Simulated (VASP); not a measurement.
Wanted: the native input for a VASP 6.6.1 run.

```yaml
Task: single point
Functional: PBE
Potentials_or_basis: VASP PAW PBE potentials, release 64 (Yb, B)
Cutoff: 520 eV
k_mesh: 12 × 12 × 10
Occupations: gaussian, width 0.05 eV
Spin: no spin polarisation
Dipole_correction: no
Further_INCAR_settings: ALGO = Normal; EDIFF = 1e-06; NBANDS = 22
```

The structure of YbB2 lies in POSCAR:

```
YbB2
1.0
    3.1730665371      0.0000000000      0.0000000000
   -1.5865332685      2.7479562290      0.0000000000
    0.0000000000      0.0000000000      3.7650282986
Yb B
1 2
Direct
    0.0000000000      0.0000000000      0.0000000000
    0.3333333333      0.6666666667      0.5000000000
    0.6666666667      0.3333333333      0.5000000000
```

These files were run (other wordings do the same):

INCAR

```
  PREC = Accurate
  ENCUT = 520
  EDIFF = 1E-6
  ISMEAR = 0
  SIGMA = 0.05
  LREAL = F
  LASPH = T
  NELM = 80
  ALGO = Normal
  ISIF = 2
  LWAVE = F
  LCHARG = F
  GGA = PE
  NBANDS = 22
```

KPOINTS

```
regular mesh
0
Gamma
  12 12 10
```

Potentials or basis: VASP PAW PBE potentials, release 64 (Yb, B).

Command:

```console
$ cat potpaw_PBE.64/Yb/POTCAR potpaw_PBE.64/B/POTCAR > POTCAR
$ mpirun -np 1 vasp_std > vasp.out
```

Results of the run:

* Pressure: 9.9 GPa
* Band gap on the k mesh: zero (bands 15 and 16 overlap by 1.37 eV)

Caveat: the cell stands under pressure; spin-orbit coupling is left out, which moves the levels of the heavy elements.

Run time: 3.1 min on 1 thread of AMD EPYC 9R45 96-Core Processor (Zen 5) (shared host), peak memory 0.19 GiB.
